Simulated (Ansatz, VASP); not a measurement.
BeS4 in VASP and in Ansatz

```xyz
5
Lattice="5.0438 0.0000 0.0000 0.0000 5.0438 0.0000 0.0000 0.0000 3.3673" Properties=species:S:1:pos:R:3 pbc="T T T"
Be    2.5219    2.5219    1.0259
S     1.2695    1.2695    2.7094
S     3.7743    3.7743    2.7094
S     3.7743    1.2695    2.7094
S     1.2695    3.7743    2.7094
```

Alike in both runs: functional PBE; k mesh 4 × 4 × 4; occupations gaussian, width 0.1 eV; no spin polarisation.

Ansatz relaxed the structure, and its values are those at the end. VASP's run is a single point on that final structure, the one shown.

```csv
,VASP,Ansatz
version,VASP 6.6.1,Ansatz 0.2.0
potentials or method,"VASP PAW PBE potentials, release 64 (Be, S), cutoff 520 eV","scalar-relativistic, plane waves, PAW"
valence electrons in the cell,26,26
```

|  | VASP | Ansatz | Ansatz less VASP |
| --- | --- | --- | --- |
| gap on the k mesh at the Fermi level (eV) | none | none | - |
| pressure (GPa) | -0.1 | 0.1 | +0.13 |
| rms of the force components (eV/Å) | 0.003 | 0.005 | +0.0016 |

A gap of «none» marks a metal or a gap that the smearing closes. With one functional, cell and mesh, what is left measures potentials, basis and numerics.

The k mesh is coarse, so the values compare programs but aren't converged.
